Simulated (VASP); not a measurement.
# LiF in VASP: further runs, part 2 of 2

VASP 6.6.1. Earlier steps stand in the parts before.

## (4) Single point, PBE

File INCAR:

```
SYSTEM = LiF
  ALGO = Normal
  EDIFF = 1E-7
  ENCUT = 520
  GGA = PE
  ISIF = 2
  ISMEAR = 0
  LASPH = .True.
  LCHARG = .False.
  LREAL = .False.
  LWAVE = .False.
  NBANDS = 12
  NELM = 80
  PREC = Accurate
  SIGMA = 0.1
```

File KPOINTS:

```
k-points
0
Gamma
  10 10 10
  0 0 0
```

File POSCAR:

```
LiF
1.0
    0.0000000000      2.0417135738      2.0417135738
    2.0417135738      0.0000000000      2.0417135738
    2.0417135738      2.0417135738      0.0000000000
Li F
1 1
Direct
    0.0000000000      0.0000000000      0.0000000000
    0.5000000000      0.5000000000      0.5000000000
```

Potentials or basis: VASP PAW PBE potentials, release 64 (Li_sv, F).

Run with:

```bash
$ cat potpaw_PBE.64/Li_sv/POTCAR potpaw_PBE.64/F/POTCAR > POTCAR
$ mpirun -np 1 vasp_std > vasp.out
```

OUTCAR:

```text
SYSTEM = LiF
   EDIFF = 1E-7
   ENCUT = 520
   GGA = PE
   ISIF = 2
   ISMEAR = 0
   LASPH = .True.
   LREAL = .False.
   NELM = 80
   PREC = Accurate

 ion  position               nearest neighbor table
   1  0.000  0.000  0.000-   2 2.04   2 2.04   2 2.04   2 2.04   2 2.04   2 2.04
   2  0.500  0.500  0.500-   1 2.04   1 2.04   1 2.04   1 2.04   1 2.04   1 2.04

  LATTYP: Found a face centered cubic cell.
 ALAT       =     4.0834271476

  Lattice vectors:

 A1 = (   0.0000000000,   2.0417135738,   2.0417135738)
 A2 = (   2.0417135738,   0.0000000000,   2.0417135738)
 A3 = (   2.0417135738,   2.0417135738,   0.0000000000)

Analysis of symmetry for initial positions (statically):
=====================================================================
 Subroutine PRICEL returns:
 Original cell was already a primitive cell.

 Routine SETGRP: Setting up the symmetry group for a
 face centered cubic supercell.

 Subroutine GETGRP returns: Found 48 space group operations
 (whereof 48 operations were pure point group operations)
 out of a pool of 48 trial point group operations.

The static configuration has the point symmetry O_h .

Analysis of symmetry for dynamics (positions and initial velocities):
[... 169 lines left out ...]
 k-point     1 :       0.0000    0.0000    0.0000
  band No.  band energies     occupation
      1     -42.2765      2.00000
      2     -21.1238      2.00000
      3      -1.2598      2.00000
      4      -1.2598      2.00000
      5      -1.2598      2.00000
      6       7.4728      0.00000
      7      22.1684      0.00000
      8      22.1684      0.00000
      9      22.1684      0.00000
     10      22.6607      0.00000
     11      22.6607      0.00000
     12      22.6607      0.00000
[... 331 lines left out ...]
 k-point    24 :       0.4000    0.3000    0.0000
  band No.  band energies     occupation
      1     -42.2261      2.00000
      2     -20.6387      2.00000
      3      -3.4534      2.00000
      4      -2.0802      2.00000
      5      -1.9748      2.00000
      6      11.4430      0.00000
      7      15.2728      0.00000
      8      16.8451      0.00000
      9      18.4522      0.00000
     10      19.5152      0.00000
     11      31.7314      0.00000
     12      32.9289      0.00000

 [... further k-points ...]
[... 5 lines left out ...]
  --------------------------------------------------------------------------------------
  -------------------------------------------------------------------------------------
  Total       -0.1262338     -0.1262338     -0.1262338      0.0000000      0.0000000      0.0000000
  in kB      -11.8815135    -11.8815135    -11.8815135      0.0000000      0.0000000      0.0000000
  external PRESSURE =     -11.8815135 kB  Pullay stress =       0.0000000 kB

 VOLUME and BASIS-vectors are now :
 -----------------------------------------------------------------------------
  energy-cutoff  :      520.00
  volume of cell :       17.02
      direct lattice vectors                 reciprocal lattice vectors
     0.000000000  2.041713574  2.041713574    -0.244892333  0.244892333  0.244892333
     2.041713574  0.000000000  2.041713574     0.244892333 -0.244892333  0.244892333
     2.041713574  2.041713574  0.000000000     0.244892333  0.244892333 -0.244892333

 POSITION                                       TOTAL-FORCE (eV/Angst)
 -----------------------------------------------------------------------------------
      0.00000      0.00000      0.00000         0.000000      0.000000     -0.000000
      2.04171      2.04171      2.04171        -0.000000     -0.000000      0.000000
 -----------------------------------------------------------------------------------
    total drift:                               -0.000000     -0.000000      0.000000

  FREE ENERGIE OF THE ION-ELECTRON SYSTEM (eV)
  ---------------------------------------------------
  free  energy   TOTEN  =        -9.6404585601 eV

  energy  without entropy=       -9.6404585601  energy(sigma->0) =       -9.64045856
```

OSZICAR:

```text
N       E                     dE             d eps       ncg     rms          rms(c)
DAV:   1     0.332630513040E+02    0.33263E+02   -0.52262E+03  1152   0.841E+02
DAV:   2    -0.899010261768E+01   -0.42253E+02   -0.41368E+02  1332   0.190E+02
DAV:   3    -0.101385902708E+02   -0.11485E+01   -0.11446E+01  1456   0.279E+01
DAV:   4    -0.101529046288E+02   -0.14314E-01   -0.14314E-01  1292   0.331E+00
DAV:   5    -0.101530546410E+02   -0.15001E-03   -0.15001E-03  1480   0.258E-01    0.455E+00
DAV:   6    -0.962906417140E+01    0.52399E+00   -0.25815E+00  1240   0.982E+00    0.142E+00
DAV:   7    -0.963332006992E+01   -0.42559E-02   -0.17387E-02  1508   0.116E+00    0.869E-01
DAV:   8    -0.964033857295E+01   -0.70185E-02   -0.15866E-02  1376   0.130E+00    0.113E-01
DAV:   9    -0.964036575924E+01   -0.27186E-04   -0.93501E-04  1316   0.273E-01    0.440E-02
DAV:  10    -0.964045486014E+01   -0.89101E-04   -0.14759E-04  1296   0.927E-02    0.146E-02
DAV:  11    -0.964045805997E+01   -0.31998E-05   -0.60062E-06  1460   0.233E-02    0.150E-03
DAV:  12    -0.964045848401E+01   -0.42404E-06   -0.57075E-07  1336   0.666E-03    0.954E-04
DAV:  13    -0.964045856005E+01   -0.76045E-07   -0.52400E-08   960   0.202E-03
   1 F= -.96404586E+01 E0= -.96404586E+01  d E =-.446857E-16
```

stdout:

```text
POSCAR found type information on POSCAR LiF
 POSCAR found :  2 types and       2 ions
 scaLAPACK will be used
 LDA part: xc-table for (Slater+PW92), standard interpolation
 POSCAR, INCAR and KPOINTS ok, starting setup
 FFT: planning ... GRIDC
 FFT: planning ... GRID_SOFT
 FFT: planning ... GRID
 WAVECAR not read
 entering main loop
```

Run time: 5.4 s. Hardware: 1 thread of Intel Xeon 6975P-C, shared host; peak memory 0.13 GiB.

Results:

```
Free energy            : -9.6405 eV
Band gap on the k mesh : 8.73 eV, direct
```

Caveat: the cutoff is under 1.25 times the usual one of these potentials, so pressure, stress and relaxed cells hold a basis-set (Pulay) error. A k mesh can miss the band edges.

## (5) Single point, r2SCAN

POSCAR is that of step 4.

File INCAR.step1:

```
SYSTEM = LiF
  ALGO = Normal
  EDIFF = 1E-4
  ENCUT = 520
  GGA = PE
  ISMEAR = 0
  LASPH = .TRUE.
  LCHARG = .FALSE.
  LREAL = .FALSE.
  LWAVE = .TRUE.
  NBANDS = 12
  NELM = 80
  PREC = Accurate
  SIGMA = 0.1
```

File INCAR.step2:

```
SYSTEM = LiF
  ALGO = Normal
  EDIFF = 1E-6
  ENCUT = 520
  ISIF = 2
  ISMEAR = 0
  ISTART = 1
  LASPH = .TRUE.
  LCHARG = .FALSE.
  LMIXTAU = .TRUE.
  LREAL = .FALSE.
  LWAVE = .FALSE.
  METAGGA = R2SCAN
  NBANDS = 12
  NELM = 80
  PREC = Accurate
  SIGMA = 0.1
```

File KPOINTS:

```
k-points
0
G
  10 10 10
  0 0 0
```

Run with:

```bash
$ cat potpaw_PBE.64/Li_sv/POTCAR potpaw_PBE.64/F/POTCAR > POTCAR
$ cp INCAR.step1 INCAR
$ mpirun -np 1 vasp_std > vasp.out
$ cp INCAR.step2 INCAR
$ mpirun -np 1 vasp_std > vasp.out
```

Wall time 18 s (1 thread of Intel Xeon 6975P-C, shared host); peak memory 0.13 GiB.

Results (log left out):

- Free energy: -11.8831 eV
- Band gap on the k mesh: 9.88 eV, direct

Levels at points of the mesh, in eV from the valence-band top:
```tsv
k point	band 2	band 3	band 4	band 5	band 6	band 7	band 8	band 9
(0.00, 0.00, 0.00)	-20.99	0.00	0.00	0.00	9.88	25.07	25.07	25.07
(0.50, 0.00, 0.00)	-20.60	-2.37	-0.23	-0.23	11.60	17.62	20.08	20.08
(0.50, 0.50, 0.00)	-20.37	-2.83	-0.95	-0.95	15.65	17.23	18.58	21.40
```

Caveat: the cutoff is under 1.25 times the usual one of these potentials, so pressure, stress and relaxed cells hold a basis-set (Pulay) error; the PAW data sets were made with another functional, which shifts forces and pressure a little. A k mesh can miss the band edges.

## (6) Single point, revPBE

This run uses another cell than the first one, of 8.41 Å³/atom, 0.988 times its volume.

File INCAR:

```
PREC     = Accurate       # precision mode
ENCUT    = 520            # plane-wave cutoff, eV
EDIFF    = 1E-6           # SCF threshold, eV
ISMEAR   = 0              # smearing method
SIGMA    = 0.1            # smearing width, eV
LREAL    = F              # projectors in reciprocal space
LASPH    = T              # aspherical terms in the spheres
NELM     = 100            # most SCF steps
ALGO     = Normal         # electronic algorithm
ISIF     = 2              # what is computed and relaxed
LWAVE    = F              # write WAVECAR
LCHARG   = F              # write CHGCAR
GGA      = RE             # functional
NBANDS   = 12             # bands
```

File KPOINTS:

```
Automatic mesh
0
Gamma
  10 10 10
```

File POSCAR:

```
LiF
1.0
   -0.0304754046      2.0150661179      2.0141867041
    2.0339209471     -0.0278332735      2.0115445730
    2.0323939865      2.0108970263     -0.0263063130
Li F
1 1
Direct
    0.0000000000      0.0000000000      0.0000000000
    0.5000000000      0.5000000000      0.5000000000
```

Potentials or basis: VASP PAW PBE potentials, release 64 (Li_sv, F).

Run with:

```bash
$ cat potpaw_PBE.64/Li_sv/POTCAR potpaw_PBE.64/F/POTCAR > POTCAR
$ mpirun -np 1 vasp_std > vasp.out
```

It took 43 s on 1 thread of Intel Xeon 6975P-C, shared host; peak memory 0.21 GiB.

The run converged. Its results:

```yaml
Free_energy: -9.2090 eV
Band_gap_on_the_k_mesh: 8.96 eV, direct
```

Levels at points of the mesh, in eV from the valence-band top:
| k point | band 2 | band 3 | band 4 | band 5 | band 6 | band 7 | band 8 | band 9 |
| --- | --- | --- | --- | --- | --- | --- | --- | --- |
| (0.00, 0.00, 0.00) | -20.05 | -0.11 | -0.10 | 0.00 | 8.96 | 23.69 | 23.86 | 23.91 |
| (0.50, 0.00, 0.00) | -19.66 | -2.48 | -0.28 | -0.25 | 10.82 | 16.44 | 18.99 | 19.03 |
| (0.00, 0.50, 0.00) | -19.65 | -2.48 | -0.30 | -0.24 | 10.81 | 16.47 | 18.80 | 19.16 |
| (0.50, 0.50, 0.00) | -19.40 | -2.90 | -1.10 | -0.95 | 14.76 | 16.41 | 17.28 | 19.91 |
| (0.00, 0.00, 0.50) | -19.65 | -2.48 | -0.31 | -0.24 | 10.80 | 16.49 | 18.78 | 19.15 |
| (0.50, 0.00, 0.50) | -19.40 | -2.90 | -1.09 | -0.95 | 14.76 | 16.42 | 17.28 | 19.93 |
| (0.00, 0.50, 0.50) | -19.41 | -2.91 | -1.04 | -0.94 | 14.57 | 16.56 | 17.25 | 20.12 |
| (0.50, 0.50, 0.50) | -19.61 | -2.45 | -0.36 | -0.33 | 10.72 | 16.77 | 18.52 | 18.74 |

Caveat: the cutoff is under 1.25 times the usual one of these potentials, so pressure, stress and relaxed cells hold a basis-set (Pulay) error; the PAW data sets were made with another functional, which shifts forces and pressure a little. A k mesh can miss the band edges.

## (7) Summary

| level | spin | cell | k mesh | smearing | gap on the mesh (eV) |
| --- | --- | --- | --- | --- | --- |
| PBE | collinear, zero start | a = 2.887 Å, angles 60.0°, 2 atoms | 2 × 2 × 2 | gaussian 0.1 eV | 8.58 |
| PBE | off | a = 3.183 Å, angles 60.0°, 2 atoms | 8 × 8 × 8 | gaussian 0.0058 eV | 6.67 |
| PBE | off | a = 2.887 Å, angles 60.0°, 2 atoms | 10 × 10 × 10 | gaussian 0.1 eV | 8.73 |
| r2SCAN | off | a = 2.887 Å, angles 60.0°, 2 atoms | 10 × 10 × 10 | gaussian 0.1 eV | 9.88 |
| revPBE | off | a = 2.849, b = 2.861, c = 2.859 Å, angles 60.5, 61.1, 61.1°, 2 atoms | 10 × 10 × 10 | gaussian 0.1 eV | 8.96 |

Alike in all rows: task single point; potentials or basis VASP PAW PBE potentials, release 64 (Li_sv, F); cutoff (eV) 520.

Caveats: some runs use coarse meshes; the cutoff is under 1.25 times the usual one of these potentials, so pressure, stress and relaxed cells hold a basis-set (Pulay) error; the PAW data sets were made with another functional, which shifts forces and pressure a little (some runs).

Total energies depend on the potentials used, so only differences within one code and one set of settings carry meaning.
